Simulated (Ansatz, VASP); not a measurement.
**Ca3B5: VASP beside Ansatz**

```xyz
8
Lattice="3.7846 0.0000 0.0000 -1.8923 3.2775 0.0000 0.0000 0.0000 10.5141" Properties=species:S:1:pos:R:3 pbc="T T T"
Ca    0.0000    0.0000    7.2289
Ca    0.0000    0.0000    3.2852
Ca    0.0000    0.0000    0.0000
B     0.0000    2.1850    0.0000
B     1.8923    1.0925    0.0000
B     1.8923    0.0000    5.2570
B    -0.9461    1.6388    5.2570
B     0.9461    1.6388    5.2570
```

Alike in both runs: functional PBE; k mesh 12 × 12 × 4; occupations gaussian, width 0.1 eV; no spin polarisation.

Ansatz relaxed the structure, and its values are those at the end. VASP's run is a single point on that final structure, the one shown.

|  | VASP | Ansatz |
| --- | --- | --- |
| version | VASP 6.6.1 | Ansatz 0.2.0 |
| potentials or method | VASP PAW PBE potentials, release 64 (Ca_sv, B), cutoff 520 eV | scalar-relativistic, plane waves, PAW |
| valence electrons in the cell | 45 | 45 |

```tsv
	VASP	Ansatz	Ansatz less VASP
gap on the k mesh at the Fermi level (eV)	none	none	-
pressure (GPa)	0.2	0.0	-0.20
rms of the force components (eV/Å)	0.008	0.000	-0.0077
```

A gap of «none» marks a metal or a gap that the smearing closes. The functional is the same, so the differences come from potentials, cutoffs and numerics.
